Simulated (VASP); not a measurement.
# NiO (Fm-3m) in VASP: notebook

The runs below take NiO through single point, with PBE+U.

All numbers are computed with VASP 6.6.1; they aren't measurements. Logs are shortened: lines on timing, memory, paths and dates and some standing lists are left out, and cuts for length are marked.

## (1) The cell of the first run

Symmetry: Fm-3m, No. 225, cubic system. Conventional cell: a = 4.183 Å, b = 4.183 Å, c = 4.183 Å, α = 90.00°, β = 90.00°, γ = 90.00°. Ni (site symmetry m-3m) has 6 O at 2.09 Å within 2.8 Å. Within 2.8 Å of O (site symmetry m-3m) lie 6 Ni at 2.09 Å.

## (2) Single point, PBE+U, collinear spin, ferromagnetic start

Contents of INCAR:

```
SYSTEM = NiO
PREC     = Accurate       ! precision mode
ENCUT    = 520            ! plane-wave cutoff, eV
EDIFF    = 1E-7           ! SCF threshold, eV
ISMEAR   = -1             ! smearing method
SIGMA    = 0.05           ! smearing width, eV
LREAL    = .FALSE.        ! projectors in reciprocal space
LASPH    = .TRUE.         ! aspherical terms in the spheres
NELM     = 150            ! most SCF steps
ALGO     = Normal         ! electronic algorithm
ISIF     = 2              ! what is computed and relaxed
LWAVE    = .FALSE.        ! write WAVECAR
LCHARG   = .FALSE.        ! write CHGCAR
ISPIN    = 2              ! spin polarisation
MAGMOM   = 1 0            ! initial moments
LORBIT   = 11             ! projections on sites
LMAXMIX  = 4              ! l up to which the mixer works
LDAU     = .TRUE.         ! DFT+U
LDAUTYPE = 2            
LDAUL    = 2 -1           ! shell
LDAUU    = 5 0            ! U, eV
LDAUJ    = 0 0          
LDAUPRINT= 1            
GGA      = PE             ! functional
NBANDS   = 19             ! bands
```

Contents of KPOINTS:

```
Automatic mesh
0
G
  11 11 11
  0 0 0
```

Contents of POSCAR:

```
NiO
1.0
    0.0000000000      2.0913095100      2.0913095100
    2.0913095100      0.0000000000      2.0913095100
    2.0913095100      2.0913095100      0.0000000000
Ni O
1 1
Direct
    0.0000000000      0.0000000000      0.0000000000
    0.5000000000      0.5000000000      0.5000000000
```

Potentials or basis: VASP PAW PBE potentials, release 64 (Ni, O).

On the command line:

```
> cat potpaw_PBE.64/Ni/POTCAR potpaw_PBE.64/O/POTCAR > POTCAR
> mpirun -np 1 vasp_std > vasp.out
```

OUTCAR:

```text
SYSTEM = NiO
   PREC = Accurate
   ENCUT = 520
   EDIFF = 1E-7
   ISMEAR = -1
   LREAL = .FALSE.
   LASPH = .TRUE.
   NELM = 150
   ISIF = 2
   ISPIN = 2
   LORBIT = 11
   GGA = PE

 ion  position               nearest neighbor table
   1  0.000  0.000  0.000-   2 2.09   2 2.09   2 2.09   2 2.09   2 2.09   2 2.09
   2  0.500  0.500  0.500-   1 2.09   1 2.09   1 2.09   1 2.09   1 2.09   1 2.09

  LATTYP: Found a face centered cubic cell.
 ALAT       =     4.1826190200

  Lattice vectors:

 A1 = (   0.0000000000,   2.0913095100,   2.0913095100)
 A2 = (   2.0913095100,   0.0000000000,   2.0913095100)
 A3 = (   2.0913095100,   2.0913095100,   0.0000000000)

Analysis of symmetry for initial positions (statically):
=====================================================================
 Subroutine PRICEL returns:
 Original cell was already a primitive cell.

 Routine SETGRP: Setting up the symmetry group for a
 face centered cubic supercell.

 Subroutine GETGRP returns: Found 48 space group operations
 (whereof 48 operations were pure point group operations)
 out of a pool of 48 trial point group operations.

The static configuration has the point symmetry O_h .

Analysis of symmetry for dynamics (positions and initial velocities):
=====================================================================
 Subroutine PRICEL returns:
 Original cell was already a primitive cell.

 Routine SETGRP: Setting up the symmetry group for a
 face centered cubic supercell.

 Subroutine GETGRP returns: Found 48 space group operations
 (whereof 48 operations were pure point group operations)
 out of a pool of 48 trial point group operations.

The dynamic configuration has the point symmetry O_h .

Analysis of structural, dynamic, and magnetic symmetry:
=====================================================================
 Subroutine PRICEL returns:
 Original cell was already a primitive cell.

 Routine SETGRP: Setting up the symmetry group for a
 face centered cubic supercell.

 Subroutine GETGRP returns: Found 48 space group operations
 (whereof 48 operations were pure point group operations)
 out of a pool of 48 trial point group operations.

The overall configuration has the point symmetry O_h .

 Subroutine INISYM returns: Found 48 space group operations
 (whereof 48 operations are pure point group operations),
 and found     1 'primitive' translations

----------------------------------------------------------------------------------------

                                     Primitive cell

  volume of cell :      18.2930

  direct lattice vectors                    reciprocal lattice vectors
     0.000000000  2.091309510  2.091309510    -0.239084649  0.239084649  0.239084649
     2.091309510  0.000000000  2.091309510     0.239084649 -0.239084649  0.239084649
     2.091309510  2.091309510  0.000000000     0.239084649  0.239084649 -0.239084649

  length of vectors
     2.957558272  2.957558272  2.957558272     0.414106759  0.414106759  0.414106759

  position of ions in fractional coordinates (direct lattice)
     0.000000000  0.000000000  0.000000000
     0.500000000  0.500000000  0.500000000

  ion indices of the primitive-cell ions
   primitive index   ion index
                 1           1
                 2           2

----------------------------------------------------------------------------------------

 KPOINTS: Automatic mesh

Automatic generation of k-mesh.
 Grid dimensions read from file:
 generate k-points for:   11   11   11
[... 63 lines left out ...]
   NELM   =    150;   NELMIN=  2; NELMDL= -5     # of ELM steps
   EDIFF  = 0.1E-06   stopping-criterion for ELM
   LREAL  =      F    real-space projection
   EDIFFG = 0.1E-05   stopping-criterion for IOM
   NSW    =      0    number of steps for IOM
   IBRION =     -1    ionic relax: 0-MD 1-quasi-New 2-CG
   NFREE  =      0    steps in history (QN), initial steepest desc. (CG)
   ISIF   =      2    stress and relaxation
   ISYM   =      2    0-nonsym 1-usesym 2-fastsym
   POTIM  = 0.5000    time-step for ionic-motion
   TEBEG  =    0.0;   TEEND  =   0.0 temperature during run
   PSTRESS=    0.0 pullay stress
   NELECT =      16.0000    total number of electrons
   NUPDOWN=      -1.0000    fix difference up-down
   EMIN   =  10.00;   EMAX   =-10.00  energy-range for DOS
   EFERMI =   0.00;   METHOD = LEGACY
   ISMEAR =    -1;   SIGMA  =   0.05  broadening in eV -4-tet -1-fermi 0-gaus
   EFERMI_NEDOS =   21; number of points for ismear=-14 and -15
   IALGO  =     38    algorithm
   IMIX   =      4    mixing-type and parameters
     AMIX     =   0.40;   BMIX     =  1.00
     AMIX_MAG =   1.60;   BMIX_MAG =  1.00
  volume/ion in A,a.u.               =       9.15        61.72
  Fermi-wavevector in a.u.,A,eV,Ry     =   1.565621  2.958594 33.350161  2.451168
  Thomas-Fermi vector in A             =   2.668070
   LORBIT       =     11    0 simple, 1 ext, 2 COOP (PROOUT), +10 PAW based schemes
 LDA+U is selected, type is set to LDAUTYPE =  2
   angular momentum for each species LDAUL =     2   -1
   U (eV)           for each species LDAUU =   5.0  0.0
   J (eV)           for each species LDAUJ =   0.0  0.0
   GGA     = PE    functional components
   LHFCALC =     F    Hartree Fock is set to
   AEXX    =    0.0000 exact exchange contribution
   IVDW    =     0    specifies the selected vdW correction
   LEPSILON=     F    determine dielectric tensor
   LRPA    =     F    only Hartree local field effects (RPA)
 spin polarized calculation
  energy-cutoff  :      520.00
  volume of cell :       18.29
 maximum number of plane-waves:       531
 NGX is ok and might be reduce to    24
   NGX = 11   NGY = 11   NGZ = 11

atom =   1  type =  1  l = 2

 onsite density matrix

spin component  1

  0.9799  0.0000  0.0000 -0.0000  0.0000
  0.0000  0.9799  0.0000 -0.0000 -0.0000
  0.0000  0.0000  1.0307  0.0000  0.0000
 -0.0000 -0.0000  0.0000  0.9799  0.0000
  0.0000 -0.0000  0.0000  0.0000  1.0307

spin component  2

  0.9780  0.0000 -0.0000 -0.0000  0.0000
  0.0000  0.9780 -0.0000 -0.0000 -0.0000
 -0.0000 -0.0000  0.1533 -0.0000 -0.0000
 -0.0000 -0.0000 -0.0000  0.9780  0.0000
  0.0000 -0.0000 -0.0000  0.0000  0.1533

 occupancies and eigenvectors

  o =  0.1533  v =  0.0000  0.0000  0.0000  0.0000  0.0000  0.0000  0.0000 -0.0050  0.0000 -1.0000      0.0000  0.0000  0.0000  0.0000  0.0000  0.0000  0.0000  0.0000  0.0000  0.0000
  o =  0.1533  v =  0.0000  0.0000  0.0000  0.0000  0.0000  0.0000 -0.0000  1.0000  0.0000 -0.0050      0.0000  0.0000  0.0000  0.0000  0.0000  0.0000  0.0000  0.0000  0.0000  0.0000
  o =  0.9780  v =  0.0000  0.0000  0.0000  0.0000  0.0000  1.0000  0.0000  0.0000  0.0000  0.0000      0.0000  0.0000  0.0000  0.0000  0.0000  0.0000  0.0000  0.0000  0.0000  0.0000
  o =  0.9780  v =  0.0000  0.0000  0.0000  0.0000  0.0000  0.0000  0.7476 -0.0000  0.6641 -0.0000      0.0000  0.0000  0.0000  0.0000  0.0000  0.0000  0.0000  0.0000  0.0000  0.0000
  o =  0.9780  v =  0.0000  0.0000  0.0000  0.0000  0.0000  0.0000 -0.6641 -0.0000  0.7476  0.0000      0.0000  0.0000  0.0000  0.0000  0.0000  0.0000  0.0000  0.0000  0.0000  0.0000
  o =  0.9799  v =  1.0000  0.0000  0.0000  0.0000  0.0000  0.0000  0.0000  0.0000  0.0000  0.0000      0.0000  0.0000  0.0000  0.0000  0.0000  0.0000  0.0000  0.0000  0.0000  0.0000
  o =  0.9799  v =  0.0000 -0.6810 -0.0000  0.7322 -0.0000  0.0000  0.0000  0.0000  0.0000  0.0000      0.0000  0.0000  0.0000  0.0000  0.0000  0.0000  0.0000  0.0000  0.0000  0.0000
  o =  0.9799  v =  0.0000  0.7322  0.0000  0.6810 -0.0000  0.0000  0.0000  0.0000  0.0000  0.0000      0.0000  0.0000  0.0000  0.0000  0.0000  0.0000  0.0000  0.0000  0.0000  0.0000
  o =  1.0307  v =  0.0000 -0.0000 -0.0077 -0.0000 -1.0000  0.0000  0.0000  0.0000  0.0000  0.0000      0.0000  0.0000  0.0000  0.0000  0.0000  0.0000  0.0000  0.0000  0.0000  0.0000
  o =  1.0307  v =  0.0000 -0.0000  1.0000 -0.0000 -0.0077  0.0000  0.0000  0.0000  0.0000  0.0000      0.0000  0.0000  0.0000  0.0000  0.0000  0.0000  0.0000  0.0000  0.0000  0.0000

 number of electron      16.0000005 magnetization       2.0000033

 Free energy of the ion-electron system (eV)
  ---------------------------------------------------
  ext. energy  EPLUGINS =         0.00000000
  ---------------------------------------------------
  free energy    TOTEN  =       -10.33861348 eV

  energy without entropy =      -10.33861348  energy(sigma->0) =      -10.33861348

 E-fermi :   7.9637     XC(G=0): -12.6250

 val. band max:        6.9172464300   @ k =   0.4545   0.0000   0.0000
 cond. band min:       8.8379519122   @ k =   0.0000   0.0000   0.0000
 fundamental gap:      1.9207054822
 Fermi energy:         7.9636575049

 spin component 1

 k-point     1 :       0.0000    0.0000    0.0000
  band No.  band energies     occupation
      1     -12.1402      1.00000
      2       1.3965      1.00000
      3       1.3965      1.00000
      4       2.4031      1.00000
      5       2.4032      1.00000
      6       2.4032      1.00000
[... 1049 lines left out ...]
     18      38.8363      0.00000
     19      39.5852      0.00000

 [... further k-points ...]

------------------------ aborting loop because EDIFF is reached ----------------------------------------

  FORCE on cell =-STRESS in cart. coord.  units (eV):
  Direction    XX          YY          ZZ          XY          YZ          ZX
  --------------------------------------------------------------------------------------
  -------------------------------------------------------------------------------------
  Total        0.3684594      0.3684594      0.3684594      0.0000000      0.0000000     -0.0000000
  in kB       32.2712114     32.2712114     32.2712114      0.0000000      0.0000000     -0.0000000
  external PRESSURE =      32.2712114 kB  Pullay stress =       0.0000000 kB

 VOLUME and BASIS-vectors are now :
 -----------------------------------------------------------------------------
  energy-cutoff  :      520.00
  volume of cell :       18.29
      direct lattice vectors                 reciprocal lattice vectors
     0.000000000  2.091309510  2.091309510    -0.239084649  0.239084649  0.239084649
     2.091309510  0.000000000  2.091309510     0.239084649 -0.239084649  0.239084649
     2.091309510  2.091309510  0.000000000     0.239084649  0.239084649 -0.239084649

 POSITION                                       TOTAL-FORCE (eV/Angst)
 -----------------------------------------------------------------------------------
      0.00000      0.00000      0.00000         0.000000      0.000000      0.000000
      2.09131      2.09131      2.09131        -0.000000     -0.000000     -0.000000
 -----------------------------------------------------------------------------------
    total drift:                                0.000000     -0.000000     -0.000000

  FREE ENERGIE OF THE ION-ELECTRON SYSTEM (eV)
  ---------------------------------------------------
  free  energy   TOTEN  =       -10.3386134822 eV

  energy  without entropy=      -10.3386134820  energy(sigma->0) =      -10.33861348

 total charge

# of ion       s       p       d       tot
------------------------------------------
    1        0.342   0.420   8.215   8.977
    2        1.548   3.476   0.000   5.024
--------------------------------------------------
tot          1.890   3.896   8.215  14.001

 magnetization (x)

# of ion       s       p       d       tot
------------------------------------------
    1        0.011   0.014   1.759   1.784
    2        0.020   0.180   0.000   0.201
--------------------------------------------------
tot          0.032   0.194   1.759   1.984
```

Run time: 15 s. Hardware: 1 thread of Intel Xeon 6975P-C (Granite Rapids), shared host; peak memory 0.17 GiB.

What came out:

```yaml
Free_energy: -10.3386 eV
Pressure: 3.2 GPa
Band_gap_on_the_k_mesh: 1.92 eV, indirect (least direct gap 2.61 eV)
Net_moment: 2.00 μB per cell
Site_moments: Ni +1.78; O +0.20 μB
Valence_electrons_inside_the_program's_atomic_spheres: Ni 8.98; O 5.02
```

Eigenvalues of the final occupation matrices:
```
    site  spin  trace               eigenvalues
site 1 d     1   5.00  0.98 0.98 0.98 1.03 1.03
site 1 d     2   3.24  0.15 0.15 0.98 0.98 0.98
```

Caveat: a cell with one magnetic atom can't hold antiferromagnetic order, which such compounds often take. A k mesh can miss the band edges.

[end of part 1 of 2]
